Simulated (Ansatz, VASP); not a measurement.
## One calculation of Mn, two programs

```
CELL_PARAMETERS angstrom
3.85705 0.00000 0.00000
-1.92852 3.34030 0.00000
0.00000 0.00000 2.42100
ATOMIC_POSITIONS crystal
Mn 0.00000 0.00000 0.00000
Mn 0.33333 0.66667 0.50000
Mn 0.66667 0.33333 0.50000
```

Alike in both runs: task single point; functional PBEsol; k mesh 11 × 11 × 15; occupations fermi-dirac, width 0.1 eV; no spin polarisation.

|  | VASP | Ansatz |
| --- | --- | --- |
| version | VASP 6.6.1 | Ansatz 0.2.0 |
| potentials or method | VASP PAW PBE potentials, release 64 (Mn_pv), cutoff 520 eV | plane waves (420 eV) with PAW, scalar-relativistic |
| valence electrons in the cell | 39 | 45 |

Ansatz gave:

| Item | Value |
| --- | --- |
| pressure (GPa) | -0.1 |
| traceless stress, the component that is largest in VASP (GPa) | 0.13 |

**Question.** What did VASP give for the same quantities?

**Answer.** Pressure (GPa): 0.1; traceless stress, the component that is largest in VASP (GPa): 0.01.

VASP's potentials were made for PBE, not for PBEsol, and Ansatz warns of the same on its side. With one functional, cell and mesh, what is left measures potentials, basis and numerics. VASP's potentials hold 39 valence electrons a cell and Ansatz's 45, so a difference there can come from the potentials and not from the codes.
